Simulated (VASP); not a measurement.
# CdSe: relaxation of cell and atoms with PBE

The system is CdSe.

```
Cd Se
1.0
    -4.03567    4.03567    4.03567
     4.03567   -4.03567    4.03567
     4.03567    4.03567   -4.03567
Cd Se
4 4
Direct
  0.32531 0.00000 0.00000
  0.67469 0.67469 0.67469
  0.00000 0.32531 0.00000
  0.00000 0.00000 0.32531
  0.00000 0.67469 0.00000
  0.32531 0.32531 0.32531
  0.67469 0.00000 0.00000
  0.00000 0.00000 0.67469
```

```
Program                : VASP 6.6.1
Task                   : relaxation of cell and atoms
Functional             : PBE
Potentials or basis    : VASP PAW PBE potentials, release 64 (Cd, Se)
Cutoff                 : 600 eV
k mesh                 : 4 × 4 × 4
Occupations            : gaussian, width 0.1 eV
Spin                   : no spin polarisation
Dipole correction      : no
Further INCAR settings : ALGO = Normal; EDIFF = 1e-07; IBRION = 2; EDIFFG = -0.04; NSW = 90; ISIF = 3
```

The relaxed volume is 37.91 Å³/atom. The relaxed cell is a = 7.331 Å, b = 7.331 Å, c = 7.331 Å, α = 109.47°, β = 109.47°, γ = 109.47°. The space group after relaxing (to 0.05 Å) is I-43m (No. 217). The energy gained by relaxing is 99.8 meV/atom, the ionic steps are 11 and the pressure after relaxing is 0.1 GPa. The largest force after relaxing is 0.013 eV/Å and the band gap on the k mesh is 0.90 eV, indirect (least direct gap 0.95 eV).

Forces on the atoms (eV/Å):
```
Cd   0.008 -0.008 -0.008
Cd   0.008  0.008  0.008
Cd  -0.008  0.008 -0.008
Cd  -0.008 -0.008  0.008
Se  -0.006  0.006 -0.006
Se   0.006  0.006  0.006
Se   0.006 -0.006 -0.006
Se  -0.006 -0.006  0.006
```

Step by step:
| step | energy change (eV) | largest force (eV/Å) | pressure (GPa) | volume (Å³) |
| --- | --- | --- | --- | --- |
| 1 | 0.0000 | 0.1594 | 6.98 | 262.91 |
| 2 | -0.6888 | 0.2696 | -1.67 | 321.28 |
| 3 | -0.7823 | 0.2455 | 0.02 | 303.70 |
| 4 | -0.7823 | 0.2470 | -0.08 | 304.56 |
| 5 | -0.7924 | 0.0946 | -0.05 | 304.83 |
| 6 | -0.7929 | 0.0719 | -0.04 | 304.91 |
| 7 | -0.7943 | 0.0645 | 0.00 | 304.55 |
| 8 | -0.7971 | 0.0425 | 0.12 | 303.48 |
| 9 | -0.7957 | 0.0145 | 0.36 | 301.34 |
| 10 | -0.7977 | 0.0269 | 0.21 | 302.71 |
| 11 | -0.7986 | 0.0134 | 0.14 | 303.30 |

Final structure:
```xyz
8
Lattice="-4.2326 4.2326 4.2326 4.2326 -4.2326 4.2326 4.2326 4.2326 -4.2326" Properties=species:S:1:pos:R:3 pbc="T T T"
Cd   -1.3514    1.3514    1.3514
Cd    2.8811    2.8811    2.8811
Cd    1.3514   -1.3514    1.3514
Cd    1.3514    1.3514   -1.3514
Se   -1.3827    1.3827    7.0824
Se    1.3827    1.3827    1.3827
Se   -2.8498    2.8498    2.8498
Se    2.8498    2.8498    5.6153
```

Levels at points of the mesh, in eV from the valence-band top:
| k point | band 34 | band 35 | band 36 | band 37 | band 38 | band 39 |
| --- | --- | --- | --- | --- | --- | --- |
| (0.00, 0.00, 0.00) | -0.05 | -0.05 | -0.05 | 0.90 | 3.92 | 3.92 |
| (0.50, 0.00, 0.00) | -0.54 | -0.31 | -0.28 | 2.70 | 3.40 | 3.54 |
| (0.50, 0.50, 0.50) | 0.00 | 0.00 | 0.00 | 3.09 | 3.09 | 3.09 |

Wall time 9.6 min on 1 thread of AMD EPYC 9R45 96-Core Processor (Zen 5) (shared host), peak memory 0.47 GiB.

Caveat: the volume moved by over 15 % at a fixed basis, so the end points are rough. A k mesh can miss the band edges.
